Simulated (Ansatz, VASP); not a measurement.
**Pt: VASP beside Ansatz**

```
Pt
1.0
     2.70829    0.00000    0.00000
    -1.35415    2.34545    0.00000
     0.00000    0.00000    9.35302
Pt
4
Direct
  0.68884 0.37767 0.37500
  0.68884 0.37767 0.87500
  0.31116 0.62233 0.12500
  0.31116 0.62233 0.62500
```

Change from the starting cell: mode 1 frozen in at +0.000 Å and mode 2 at +0.104 Å (largest displacements).

Alike in both runs: task single point; functional LDA; k mesh 18 × 18 × 6; occupations gaussian, width 0.15 eV; no spin polarisation.

```csv
,VASP,Ansatz
version,VASP 6.6.1,Ansatz 0.2.0
potentials or method,"VASP PAW LDA potentials, release 64 (Pt), cutoff 520 eV","scalar-relativistic, plane waves, PAW"
valence electrons in the cell,40,72
```

```tsv
	VASP	Ansatz	Ansatz less VASP
gap on the k mesh at the Fermi level (eV)	none	none	-
pressure (GPa)	1.1	0.3	-0.79
traceless stress, the component that is largest in VASP (GPa)	-0.06	-0.11	-0.048
rms of the force components (eV/Å)	0.069	0.074	+0.0045
```

Ansatz warns that its potentials were made for another functional, while VASP's fit it. LDA's correlation is that of Perdew and Zunger in VASP and of Perdew and Wang (1992) in Ansatz. Atom by atom the forces differ by 0.005 eV/Å (rms over components). A gap of «none» marks a metal or a gap that the smearing closes. VASP's potentials hold 40 valence electrons a cell and Ansatz's 72, so a difference there can come from the potentials and not from the codes.

Spin-orbit coupling is off throughout.
